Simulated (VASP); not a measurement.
## CdTe: single point with LDA

The system is CdTe.

```
Cd Te
1.0
     0.00000    3.18346    3.18346
     3.18346    0.00000    3.18346
     3.18346    3.18346    0.00000
Cd Te
1 1
Cartesian
  0.0000 0.0000 0.0000
  4.7752 4.7752 4.7752
```

```
Program             : VASP 6.6.1
Task                : single point
Functional          : LDA
Potentials or basis : VASP PAW LDA potentials, release 64 (Cd, Te)
Cutoff              : 520 eV
k mesh              : 6 × 6 × 6
Occupations         : gaussian, width 0.01 eV
Spin                : no spin polarisation
```

```
Pressure               : 1.3 GPa
Band gap on the k mesh : 0.71 eV, direct
```

Levels at points of the mesh, in eV from the valence-band top:
| k point | band 5 | band 6 | band 7 | band 8 | band 9 | band 10 | band 11 | band 12 | band 13 | band 14 |
| --- | --- | --- | --- | --- | --- | --- | --- | --- | --- | --- |
| (0.00, 0.00, 0.00) | -8.19 | -8.19 | 0.00 | 0.00 | 0.00 | 0.71 | 4.46 | 4.46 | 4.46 | 7.29 |
| (0.50, 0.00, 0.00) | -8.18 | -7.80 | -4.82 | -0.87 | -0.87 | 1.71 | 5.07 | 5.07 | 6.88 | 8.66 |
| (0.50, 0.50, 0.00) | -8.16 | -7.65 | -4.65 | -2.08 | -2.08 | 2.32 | 2.53 | 8.94 | 9.25 | 9.25 |

Wall time 18 s on 1 thread of Intel Xeon 6975P-C, on a shared host, peak memory 0.17 GiB.

Caveat: spin-orbit coupling is left out, which moves the levels of the heavy elements. A hybrid or GW would open this gap; LDA tends to underestimate it.
